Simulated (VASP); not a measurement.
Input of a VASP 6.6.1 run:

File INCAR:

```
  PREC = Accurate
  ENCUT = 520
  EDIFF = 1E-6
  ISMEAR = 0
  SIGMA = 0.01
  LREAL = False
  LASPH = True
  NELM = 100
  ALGO = Normal
  ISIF = 2
  LWAVE = False
  LCHARG = False
  GGA = PE
  NBANDS = 28
```

KPOINTS

```
Automatic mesh
0
Gamma
  6 6 2
```

Contents of POSCAR:

```
SnTe
1.0
    5.3879010630      0.0000000000      0.0000000000
   -2.6939505315      4.6660591936      0.0000000000
    0.0000000000      0.0000000000      6.4239308324
Sn Te
2 2
Direct
    0.3333333333      0.6666666667      0.2500000000
    0.6666666667      0.3333333333      0.7500000000
    0.6666666667      0.3333333333      0.2500000000
    0.3333333333      0.6666666667      0.7500000000
```

Potentials or basis: VASP PAW PBE potentials, release 64 (Sn_d, Te).

The run is started by

```console
$ cat potpaw_PBE.64/Sn_d/POTCAR potpaw_PBE.64/Te/POTCAR > POTCAR
$ mpirun -np 1 vasp_std > vasp.out
```

Question: Estimate the pressure.

Answer: 1.0 GPa.

Question: Predict the band gap on the k mesh.

Answer: 0.42 eV.

Stress tensor (GPa, compression positive):
```
-0.52  0.00  0.00
 0.00 -0.52  0.00
 0.00  0.00  3.98
```

Caveat: the k points lie up to 0.49 Å⁻¹ apart; spin-orbit coupling is left out, which moves the levels of the heavy elements. A k mesh can miss the band edges.
